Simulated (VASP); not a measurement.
Input of a VASP 6.6.1 run:

File INCAR:

```
SYSTEM = Co
PREC = Accurate
ENCUT = 690
EDIFF = 1E-6
ISMEAR = -1
SIGMA = 0.1
LREAL = .FALSE.
LASPH = .TRUE.
NELM = 120
ALGO = Normal
ISIF = 2
LWAVE = .FALSE.
LCHARG = .FALSE.
GGA = PS
NBANDS = 14
GGA_COMPAT = .FALSE.
```

KPOINTS

```
regular mesh
0
G
  16 16 16
  0 0 0
```

POSCAR

```
Co
1.0
    2.2498441333      0.0000000000      0.0000000000
    0.0000000000      2.2498441333      0.0000000000
    0.0000000000      0.0000000000      2.2498441333
Co
1
Direct
    0.0000000000      0.0000000000      0.0000000000
```

Potentials or basis: VASP PAW PBE potentials, release 64 (Co_sv).

Launch:

```bash
$ cat potpaw_PBE.64/Co_sv/POTCAR > POTCAR
$ mpirun -np 1 vasp_std > vasp.out
```

(1) What does it give for the band gap on the k mesh?

(2) Predict the pressure.

Results:

(1) zero (an odd number of electrons rules out a gap without spin polarisation).

(2) -1.0 GPa.

Caveat: the PAW data sets were made with another functional, which shifts forces and pressure a little; the run has no spin polarisation, though such a crystal can be magnetic.
